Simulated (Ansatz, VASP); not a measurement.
## Two plane-wave programs on Co

```
Co
1.0
     2.50540    0.00000    0.00000
    -1.25270    2.16974    0.00000
     0.00000    0.00000    3.96662
Co
2
Direct
  0.33333 0.66667 0.25000
  0.66667 0.33333 0.75000
```

Change from the starting cell: z stretched by -3 %, ions relaxed.

Alike in both runs: functional PBE; k mesh 21 × 21 × 11; occupations fermi-dirac, width 0.05 eV; collinear spin.

Ansatz relaxed the structure, and its values are those at the end. VASP's run is a single point on that final structure, the one shown.

|  | VASP | Ansatz |
| --- | --- | --- |
| version | VASP 6.6.1 | Ansatz 0.2.0 |
| potentials or method | VASP PAW PBE potentials, release 64 (Co) | plane-wave PAW, scalar-relativistic |
| plane-wave cutoff (eV) | 520 | 420 |
| valence electrons in the cell | 18 | 34 |

```csv
,VASP,Ansatz,Ansatz less VASP
pressure (GPa),0.8,1.6,+0.78
net moment per atom (μB),1.59,1.60,+0.010
size of the moment on the site where the two differ most (μB),1.61,1.67,+0.068
```

Site moments also hang on the region over which each program counts them. VASP's potentials hold 18 valence electrons a cell and Ansatz's 34, so a difference there can come from the potentials and not from the codes. Ansatz's warnings: stress scf threshold loose.
